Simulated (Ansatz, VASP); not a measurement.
**Two plane-wave programs on AlV2N3**

Contents of INCAR:

```
PREC     = Accurate       # precision mode
ENCUT    = 520            # plane-wave cutoff, eV
EDIFF    = 1E-7           # SCF threshold, eV
ISMEAR   = 0              # smearing method
SIGMA    = 0.1            # smearing width, eV
LREAL    = False          # projectors in reciprocal space
LASPH    = True           # aspherical terms in the spheres
NELM     = 150            # most SCF steps
ALGO     = Normal         # electronic algorithm
ISIF     = 2              # what is computed and relaxed
LWAVE    = False          # write WAVECAR
LCHARG   = True           # write CHGCAR
ISPIN    = 2              # spin polarisation
MAGMOM   = 0 2 -2 0 0 0   # initial moments
LORBIT   = 11             # projections on sites
LMAXMIX  = 4              # l up to which the mixer works
GGA      = PE             # functional
LELF     = True           # ELF
LVHAR    = True         
NBANDS   = 35             # bands
```

Contents of KPOINTS:

```
regular mesh
0
Gamma
  6 6 2
```

File POSCAR:

```
AlV2N3
1.0
    3.2704990200      0.0000000000      0.0000000000
   -1.6352495100      2.8323352300      0.0000000000
    0.0000000000      0.0000000000      8.0110538000
Al V N
1 2 3
Direct
    0.0000000000      0.0000000000      0.5000000000
    0.6666666700      0.3333333300      0.8333333300
    0.3333333300      0.6666666700      0.1666666700
    0.3333333300      0.6666666700      0.6666666700
    0.6666666700      0.3333333300      0.3333333300
    0.0000000000      0.0000000000      0.0000000000
```

Input for Ansatz:

```yaml
crystal:
  lattice:
    - [3.27049902, 0.0, 0.0]
    - [-1.63524951, 2.83233523, 0.0]
    - [0.0, 0.0, 8.0110538]
  atoms:
    - { symbol: Al, position: [0.0, 0.0, 0.5] }
    - { symbol: V, position: [0.66666667, 0.33333333, 0.83333333], spin: 2.0 }
    - { symbol: V, position: [0.33333333, 0.66666667, 0.16666667], spin: -2.0 }
    - { symbol: "N", position: [0.33333333, 0.66666667, 0.66666667] }
    - { symbol: "N", position: [0.66666667, 0.33333333, 0.33333333] }
    - { symbol: "N", position: [0.0, 0.0, 0.0] }
basis:
  ecutwfc: 420
kpoints:
  mp_grid: { grid: [6, 6, 2] }
hamiltonian:
  xc: pbe
scf:
  occupations: { method: gaussian, width: 0.1 }
  lower_state_search: "off"
output:
  forces: true
  stress: true
  eigenvalues: true
  populations: true
magnetization:
  spin_polarized: true
```

Alike in both runs: task single point; functional PBE; k mesh 6 × 6 × 2; occupations gaussian, width 0.1 eV; collinear spin.

|  | VASP | Ansatz |
| --- | --- | --- |
| version | VASP 6.6.1 | Ansatz 0.2.0 |
| potentials or method | VASP PAW PBE potentials, release 64 (Al, V_sv, N), cutoff 520 eV | scalar-relativistic, plane waves, PAW |
| valence electrons in the cell | 44 | 44 |

VASP gave:

| Item | Value |
| --- | --- |
| gap on the k mesh at the Fermi level (eV) | none |
| rms of the force components (eV/Å) | 0.381 |
| net moment per atom (μB) | 0.00 |
| size of the moment on the site where the two differ most (μB) | 1.73 |

**Question.** Which values does Ansatz return?

**Answer.** gap on the k mesh at the Fermi level (eV): none; rms of the force components (eV/Å): 0.380; net moment per atom (μB): 0.00; size of the moment on the site where the two differ most (μB): 1.56.

Site moments also hang on the region over which each program counts them. Atom by atom the forces differ by 0.005 eV/Å (rms over components). A gap of «none» marks a metal or a gap that the smearing closes.

The k mesh is coarse, so the values compare programs but aren't converged.
